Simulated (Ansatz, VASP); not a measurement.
One calculation of Sn, two programs

INCAR

```
PREC     = Accurate       # precision mode
ENCUT    = 500            # plane-wave cutoff, eV
EDIFF    = 1E-6           # SCF threshold, eV
ISMEAR   = 0              # smearing method
SIGMA    = 0.1            # smearing width, eV
LREAL    = F              # projectors in reciprocal space
LASPH    = T              # aspherical terms in the spheres
NELM     = 120            # most SCF steps
ALGO     = Normal         # electronic algorithm
ISIF     = 2              # what is computed and relaxed
LWAVE    = F              # write WAVECAR
LCHARG   = F              # write CHGCAR
GGA      = PE             # functional
NBANDS   = 21             # bands
GGA_COMPAT= F
```

File KPOINTS:

```
regular mesh
0
Gamma
  6 6 6
```

The input POSCAR:

```
Sn
1.0
    0.0000000000      3.1769378464      3.1769378464
    3.1769378464      0.0000000000      3.1769378464
    3.1769378464      3.1769378464      0.0000000000
Sn
2
Direct
    0.2500000000      0.2500000000      0.2500000000
    0.0000000000      0.0000000000      0.0000000000
```

Input for Ansatz:

```yaml
crystal:
  lattice:
    - [0.0, 3.1769378464, 3.1769378464]
    - [3.1769378464, 0.0, 3.1769378464]
    - [3.1769378464, 3.1769378464, 0.0]
  atoms:
    - { symbol: Sn, position: [0.25, 0.25, 0.25] }
    - { symbol: Sn, position: [0.0, 0.0, 0.0] }
basis:
  ecutwfc: 420
kpoints:
  mp_grid: { grid: [6, 6, 6] }
hamiltonian:
  xc: pbe
scf:
  occupations: { method: gaussian, width: 0.1 }
output:
  forces: true
  stress: true
  eigenvalues: true
```

Alike in both runs: task single point; functional PBE; k mesh 6 × 6 × 6; occupations gaussian, width 0.1 eV; no spin polarisation.

```csv
,VASP,Ansatz
version,VASP 6.6.1,Ansatz 0.2.0
potentials or method,"VASP PAW PBE potentials, release 64 (Sn_d), cutoff 500 eV","scalar-relativistic, plane waves, PAW"
valence electrons in the cell,28,28
```

VASP gave:

- gap on the k mesh at the Fermi level (eV): none
- pressure (GPa): 7.0

Which values does Ansatz return?

gap on the k mesh at the Fermi level (eV): none; pressure (GPa): 7.1.

A gap of «none» marks a metal or a gap that the smearing closes.
